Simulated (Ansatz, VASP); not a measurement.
CsSnI3 in VASP and in Ansatz

```
Cs Sn I
1.0
     6.66016    0.00000    0.00000
     0.00000    6.66016    0.00000
     0.00000    0.00000    6.66016
Cs Sn I
1 1 3
Direct
  0.00000 0.00000 0.00000
  0.50000 0.50000 0.50000
  0.00000 0.50000 0.50000
  0.50000 0.00000 0.50000
  0.50000 0.50000 0.00000
```

Alike in both runs: task single point; functional PBE; k mesh 6 × 6 × 6; occupations gaussian, width 0.02 eV; no spin polarisation.

|  | VASP | Ansatz |
| --- | --- | --- |
| version | VASP 6.6.1 | Ansatz 0.2.0 |
| potentials or method | VASP PAW PBE potentials, release 64 (Cs_sv, Sn_d, I), cutoff 520 eV | scalar-relativistic, plane waves, PAW |
| valence electrons in the cell | 44 | 74 |

```tsv
	VASP	Ansatz	Ansatz less VASP
gap on the k mesh at the Fermi level (eV)	1.06	1.06	+0.003
least direct gap on the mesh (eV)	1.06	1.06	+0.003
pressure (GPa)	-1.8	-1.8	+0.02
```

VASP's potentials hold 44 valence electrons a cell and Ansatz's 74, so a difference there can come from the potentials and not from the codes.

Spin-orbit coupling is off throughout.
